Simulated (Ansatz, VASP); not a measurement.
**Two plane-wave programs on BP**

INCAR

```
PREC = Accurate ; ENCUT = 520
EDIFF = 1E-7 ; ISMEAR = 0
SIGMA = 0.02 ; LREAL = F
LASPH = T ; NELM = 80
ALGO = Normal ; ISIF = 2
LWAVE = F ; LCHARG = F
GGA = PE ; NBANDS = 11
```

KPOINTS

```
regular mesh
0
Gamma
  10 10 10
```

POSCAR

```
BP
1.0
    0.0000000000      2.3187704110      2.3187704110
    2.3187704110      0.0000000000      2.3187704110
    2.3187704110      2.3187704110      0.0000000000
B P
1 1
Direct
    0.5000000000      0.5000000000      0.5000000000
    0.7500000000      0.7500000000      0.7500000000
```

Input for Ansatz:

```yaml
crystal:
  lattice:
    - [0.0, 2.318770411, 2.318770411]
    - [2.318770411, 0.0, 2.318770411]
    - [2.318770411, 2.318770411, 0.0]
  atoms:
    - { symbol: B, position: [0.5, 0.5, 0.5] }
    - { symbol: P, position: [0.75, 0.75, 0.75] }
basis:
  ecutwfc: 420
kpoints:
  mp_grid: { grid: [10, 10, 10] }
hamiltonian:
  xc: pbe
scf:
  occupations: { method: gaussian, width: 0.02 }
output:
  forces: true
  stress: true
  eigenvalues: true
```

Alike in both runs: task single point; functional PBE; k mesh 10 × 10 × 10; occupations gaussian, width 0.02 eV; no spin polarisation.

|  | VASP | Ansatz |
| --- | --- | --- |
| version | VASP 6.6.1 | Ansatz 0.2.0 |
| potentials or method | VASP PAW PBE potentials, release 64 (B, P), cutoff 520 eV | scalar-relativistic, plane waves, PAW |
| valence electrons in the cell | 8 | 8 |

```csv
,VASP,Ansatz,Ansatz less VASP
gap on the k mesh at the Fermi level (eV),1.33,1.33,+0.004
least direct gap on the mesh (eV),3.31,3.32,+0.003
pressure (GPa),-8.6,-8.4,+0.18
```
